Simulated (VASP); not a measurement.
# SnO in VASP: single point with PBE+D3(BJ)

Aim: the single point of SnO with PBE+D3(BJ).

All numbers are computed with VASP 6.6.1; they aren't measurements. Logs are shortened: lines on timing, memory, paths and dates and some standing lists are left out, and cuts for length are marked.

## (1) The cell of the first run

The cell holds a slab with vacuum, 8 atoms: a = 3.820 Å, b = 3.820 Å, c = 22.226 Å, α = 90.00°, β = 90.00°, γ = 90.00°.

## (2) Single point, PBE+D3(BJ)

INCAR

```
SYSTEM = SnO
  PREC = Accurate
  ENCUT = 520
  EDIFF = 1E-6
  ISMEAR = 0
  SIGMA = 0.05
  LREAL = .False.
  LASPH = .True.
  NELM = 60
  ALGO = Normal
  ISIF = 2
  LWAVE = .False.
  LCHARG = .False.
  LDIPOL = .True.
  IDIPOL = 3
  DIPOL = 0.5 0.5 0.408
  GGA = PE
  IVDW = 12
  NBANDS = 50
```

KPOINTS

```
Automatic mesh
0
Gamma
  7 7 1
  0 0 0
```

POSCAR

```
SnO
1.0
    3.8201636883      0.0000000000      0.0000000000
    0.0000000000      3.8201636883      0.0000000000
    0.0000000000      0.0000000000     22.2260802162
Sn O
4 4
Direct
    0.7500000000      0.2500000000      0.2024648501
    0.2500000000      0.7500000000      0.3087831971
    0.2500000000      0.7500000000      0.5067488283
    0.7500000000      0.2500000000      0.6130671753
    0.2500000000      0.2500000000      0.2556240236
    0.7500000000      0.7500000000      0.2556240236
    0.7500000000      0.7500000000      0.5599080018
    0.2500000000      0.2500000000      0.5599080018
```

Potentials or basis: VASP PAW PBE potentials, release 64 (Sn_d, O).

Run with:

```bash
> cat potpaw_PBE.64/Sn_d/POTCAR potpaw_PBE.64/O/POTCAR > POTCAR
> mpirun -np 1 vasp_std > vasp.out
```

OUTCAR:

```text
SYSTEM = SnO
   PREC = Accurate
   ENCUT = 520
   EDIFF = 1E-6
   ISMEAR = 0
   LREAL = .False.
   LASPH = .True.
   NELM = 60
   ISIF = 2
   GGA = PE
   IVDW = 12
 IVDW          = 12

 ion  position               nearest neighbor table
   1  0.750  0.250  0.202-   5 2.25   6 2.25   6 2.25   5 2.25   2 3.59   2 3.59   2 3.59   2 3.59

   2  0.250  0.750  0.309-   5 2.25   6 2.25   5 2.25   6 2.25   1 3.59   1 3.59   1 3.59   1 3.59

   3  0.250  0.750  0.507-   7 2.25   8 2.25   8 2.25   7 2.25   4 3.59   4 3.59   4 3.59   4 3.59

   4  0.750  0.250  0.613-   7 2.25   8 2.25   7 2.25   8 2.25   3 3.59   3 3.59   3 3.59   3 3.59

   5  0.250  0.250  0.256-   1 2.25   2 2.25   2 2.25   1 2.25
   6  0.750  0.750  0.256-   1 2.25   2 2.25   1 2.25   2 2.25
   7  0.750  0.750  0.560-   3 2.25   3 2.25   4 2.25   4 2.25
   8  0.250  0.250  0.560-   3 2.25   3 2.25   4 2.25   4 2.25

  LATTYP: Found a simple tetragonal cell.
 ALAT       =     3.8201636883
 C/A-ratio  =     5.8180962989

  Lattice vectors:

 A1 = (   3.8201636883,   0.0000000000,   0.0000000000)
 A2 = (   0.0000000000,   3.8201636883,   0.0000000000)
 A3 = (   0.0000000000,   0.0000000000,  22.2260802162)

Analysis of symmetry for initial positions (statically):
=====================================================================
 Subroutine PRICEL returns:
 Original cell was already a primitive cell.

 Routine SETGRP: Setting up the symmetry group for a
 simple tetragonal supercell.

 Subroutine GETGRP returns: Found 16 space group operations
 (whereof  2 operations were pure point group operations)
 out of a pool of 16 trial point group operations.

The static configuration has the point symmetry C_1h.
 The point group associated with its full space group is D_4h.

Analysis of symmetry for dynamics (positions and initial velocities):
=====================================================================
 Subroutine PRICEL returns:
 Original cell was already a primitive cell.

 Routine SETGRP: Setting up the symmetry group for a
 simple tetragonal supercell.

 Subroutine GETGRP returns: Found 16 space group operations
 (whereof  2 operations were pure point group operations)
 out of a pool of 16 trial point group operations.

The dynamic configuration has the point symmetry C_1h.
 The point group associated with its full space group is D_4h.

 Subroutine INISYM returns: Found 16 space group operations
 (whereof  2 operations are pure point group operations),
 and found     1 'primitive' translations

----------------------------------------------------------------------------------------

                                     Primitive cell

  volume of cell :     324.3596

  direct lattice vectors                    reciprocal lattice vectors
     3.820163688  0.000000000  0.000000000     0.261768888  0.000000000  0.000000000
     0.000000000  3.820163688  0.000000000     0.000000000  0.261768888  0.000000000
     0.000000000  0.000000000 22.226080216     0.000000000  0.000000000  0.044992189

  length of vectors
     3.820163688  3.820163688 22.226080216     0.261768888  0.261768888  0.044992189

  position of ions in fractional coordinates (direct lattice)
     0.750000000  0.250000000  0.202464850
     0.250000000  0.750000000  0.308783197
     0.250000000  0.750000000  0.506748828
     0.750000000  0.250000000  0.613067175
     0.250000000  0.250000000  0.255624024
     0.750000000  0.750000000  0.255624024
     0.750000000  0.750000000  0.559908002
     0.250000000  0.250000000  0.559908002

  ion indices of the primitive-cell ions
   primitive index   ion index
                 1           1
                 2           2
                 3           3
                 4           4
                 5           5
                 6           6
                 7           7
                 8           8

----------------------------------------------------------------------------------------

 KPOINTS: Automatic mesh

Automatic generation of k-mesh.
 Grid dimensions read from file:
 generate k-points for:    7    7    1

 Generating k-lattice:

  Cartesian coordinates                     Fractional coordinates (reciprocal lattice)
     0.037395555  0.000000000  0.000000000     0.142857143  0.000000000  0.000000000
     0.000000000  0.037395555  0.000000000     0.000000000  0.142857143  0.000000000
     0.000000000  0.000000000  0.044992189     0.000000000  0.000000000  1.000000000

  Length of vectors
     0.037395555  0.037395555  0.044992189

  Shift w.r.t. Gamma in fractional coordinates (k-lattice)
     0.000000000  0.000000000  0.000000000

 Subroutine IBZKPT returns following result:
 ===========================================

 Found     10 irreducible k-points:

 Following reciprocal coordinates:
            Coordinates               Weight
  0.000000  0.000000  0.000000      1.000000
  0.142857  0.000000  0.000000      4.000000
  0.285714  0.000000  0.000000      4.000000
  0.428571  0.000000  0.000000      4.000000
  0.142857  0.142857  0.000000      4.000000
  0.285714  0.142857  0.000000      8.000000
  0.428571  0.142857  0.000000      8.000000
  0.285714  0.285714  0.000000      4.000000
  0.428571  0.285714  0.000000      8.000000
  0.428571  0.428571  0.000000      4.000000
   k-points           NKPTS =     10   k-points in BZ     NKDIM =     10   number of bands    NBANDS=     50
   number of dos      NEDOS =    301   number of ions     NIONS =      8
   total plane-waves  NPLWV = 131712
   dimension x,y,z NGX =    28 NGY =   28 NGZ =  168
   dimension x,y,z NGXF=    56 NGYF=   56 NGZF=  336
   ions per type =               4   4
   NGX,Y,Z   is equivalent  to a cutoff of  12.19, 12.19, 12.57 a.u.
   NGXF,Y,Z  is equivalent  to a cutoff of  24.37, 24.37, 25.13 a.u.
 SYSTEM =  SnO
   PREC   = accura    normal or accurate (medium, high low for compatibility)
   ISTART =      0    job   : 0-new  1-cont  2-samecut
   ICHARG =      2    charge: 1-file 2-atom 10-const
   ISPIN  =      1    spin polarized calculation?
   LNONCOLLINEAR =      F non collinear calculations
   LSORBIT =      F    spin-orbit coupling
   LASPH  =      T    aspherical Exc in radial PAW
   ENCUT  =  520.0 eV  38.22 Ry    6.18 a.u.   7.10  7.10 41.33*2*pi/ulx,y,z
   NELM   =     60;   NELMIN=  2; NELMDL= -5     # of ELM steps
   EDIFF  = 0.1E-05   stopping-criterion for ELM
   LREAL  =      F    real-space projection
   EDIFFG = 0.1E-04   stopping-criterion for IOM
   NSW    =      0    number of steps for IOM
   IBRION =     -1    ionic relax: 0-MD 1-quasi-New 2-CG
   NFREE  =      0    steps in history (QN), initial steepest desc. (CG)
   ISIF   =      2    stress and relaxation
   ISYM   =      2    0-nonsym 1-usesym 2-fastsym
   POTIM  = 0.5000    time-step for ionic-motion
   TEBEG  =    0.0;   TEEND  =   0.0 temperature during run
   PSTRESS=    0.0 pullay stress
   NELECT =      80.0000    total number of electrons
   NUPDOWN=      -1.0000    fix difference up-down
   EMIN   =  10.00;   EMAX   =-10.00  energy-range for DOS
   EFERMI =   0.00;   METHOD = LEGACY
   ISMEAR =     0;   SIGMA  =   0.05  broadening in eV -4-tet -1-fermi 0-gaus
   EFERMI_NEDOS =   21; number of points for ismear=-14 and -15
   IALGO  =     38    algorithm
   IMIX   =      4    mixing-type and parameters
     AMIX     =   0.40;   BMIX     =  1.00
     AMIX_MAG =   1.60;   BMIX_MAG =  1.00
  volume/ion in A,a.u.               =      40.54       273.61
  Fermi-wavevector in a.u.,A,eV,Ry     =   1.026666  1.940118 14.341129  1.054043
  Thomas-Fermi vector in A             =   2.160571
   LORBIT       =      0    0 simple, 1 ext, 2 COOP (PROOUT), +10 PAW based schemes
   GGA     = PE    functional components
   LHFCALC =     F    Hartree Fock is set to
   AEXX    =    0.0000 exact exchange contribution
   IVDW    =    12    specifies the selected vdW correction
   LEPSILON=     F    determine dielectric tensor
   LRPA    =     F    only Hartree local field effects (RPA)
 non-spin polarized calculation
 Gauss-broadening in eV      SIGMA  =   0.05
  energy-cutoff  :      520.00
  volume of cell :      324.36
 maximum number of plane-waves:      8769
   NGX = 15   NGY = 15   NGZ = 83

 dipolmoment           0.000000      0.000000      0.000004 electrons x Angstroem

 number of electron      79.9999970 magnetization

 dipolmoment           0.000000      0.000000     -0.000000 electrons x Angstroem

 Free energy of the ion-electron system (eV)
  ---------------------------------------------------
  ext. energy  EPLUGINS =         0.00000000
  ---------------------------------------------------
  free energy    TOTEN  =       -45.13903452 eV

  energy without entropy =      -45.13903452  energy(sigma->0) =      -45.13903452

 E-fermi :   0.0597     XC(G=0):  -5.3320

 val. band max:       -0.2233491743   @ k =   0.1429   0.1429   0.0000
 cond. band min:       2.3291247597   @ k =   0.4286   0.0000   0.0000
 fundamental gap:      2.5524739339
 Fermi energy:         0.0596639322

 k-point     1 :       0.0000    0.0000    0.0000
  band No.  band energies     occupation
      1     -21.0424      2.00000
      2     -21.0423      2.00000
      3     -20.6817      2.00000
      4     -20.6816      2.00000
      5     -20.6444      2.00000
      6     -20.6444      2.00000
[... 42 lines left out ...]
     49       5.2208      0.00000
     50       5.2208      0.00000

 k-point     2 :       0.1429    0.0000    0.0000
  band No.  band energies     occupation
      1     -21.0334      2.00000
      2     -21.0334      2.00000
      3     -20.6824      2.00000
      4     -20.6823      2.00000
      5     -20.6461      2.00000
      6     -20.6458      2.00000
[... 416 lines left out ...]
 k-point    10 :       0.4286    0.4286    0.0000
  band No.  band energies     occupation
      1     -20.9836      2.00000
      2     -20.9832      2.00000
      3     -20.9697      2.00000
      4     -20.9693      2.00000
      5     -20.6487      2.00000
      6     -20.6486      2.00000
[... 42 lines left out ...]
     49       5.9807      0.00000
     50       6.0068      0.00000

------------------------ aborting loop because EDIFF is reached ----------------------------------------

 vacuum level on the upper side and lower side of the slab       (xc-potential included)        -0.134        -0.134

 Edisp (eV)   -1.22111

 E8    (eV) :    -0.5395

  FORCE on cell =-STRESS in cart. coord.  units (eV):
  Direction    XX          YY          ZZ          XY          YZ          ZX
  --------------------------------------------------------------------------------------
  -------------------------------------------------------------------------------------
  Total       0.21644     0.21644     0.32693     0.00000    -0.00000     0.00000
  in kB       1.06911     1.06911     1.61486     0.00000    -0.00000     0.00000
  external pressure =        1.25 kB  Pullay stress =        0.00 kB

 VOLUME and BASIS-vectors are now :
 -----------------------------------------------------------------------------
  energy-cutoff  :      520.00
  volume of cell :      324.36
      direct lattice vectors                 reciprocal lattice vectors
     3.820163688  0.000000000  0.000000000     0.261768888  0.000000000  0.000000000
     0.000000000  3.820163688  0.000000000     0.000000000  0.261768888  0.000000000
     0.000000000  0.000000000 22.226080216     0.000000000  0.000000000  0.044992189

 POSITION                                       TOTAL-FORCE (eV/Angst)
 -----------------------------------------------------------------------------------
      2.86512      0.95504      4.50000        -0.000000      0.000000     -0.086469
      0.95504      2.86512      6.86304        -0.000000     -0.000000      0.073045
      0.95504      2.86512     11.26304        -0.000000     -0.000000     -0.073045
      2.86512      0.95504     13.62608        -0.000000      0.000000      0.086469
      0.95504      0.95504      5.68152         0.000000      0.000000     -0.001108
      2.86512      2.86512      5.68152        -0.000000      0.000000     -0.001108
      2.86512      2.86512     12.44456        -0.000000      0.000000      0.001108
      0.95504      0.95504     12.44456         0.000000      0.000000      0.001108
 -----------------------------------------------------------------------------------
    total drift:                                0.000000      0.000000     -0.000001

  FREE ENERGIE OF THE ION-ELECTRON SYSTEM (eV)
  ---------------------------------------------------
  free  energy   TOTEN  =       -46.3601483550 eV

  energy  without entropy=      -46.3601483550  energy(sigma->0) =      -46.36014836

 vacuum level on the upper side and lower side of the slab         4.819         4.819
```

It took 2.3 min on 1 thread of Intel Xeon Platinum 8559C (Emerald Rapids), shared host; peak memory 0.39 GiB.

What came out:

| Quantity | Value |
| --- | --- |
| Free energy | -46.3601 eV |
| Largest force | 0.086 eV/Å |
| Band gap on the k mesh | 2.55 eV, indirect (least direct gap 2.59 eV) |
| Dispersion energy per atom | -0.153 eV |

Forces in eV/Å, atoms in the order of the input:
```
Sn   0.000  0.000 -0.086
Sn   0.000  0.000  0.073
Sn   0.000  0.000 -0.073
Sn   0.000  0.000  0.086
O    0.000  0.000 -0.001
O    0.000  0.000 -0.001
O    0.000  0.000  0.001
O    0.000  0.000  0.001
```

Caveat: spin-orbit coupling is left out, which moves the levels of the heavy elements.
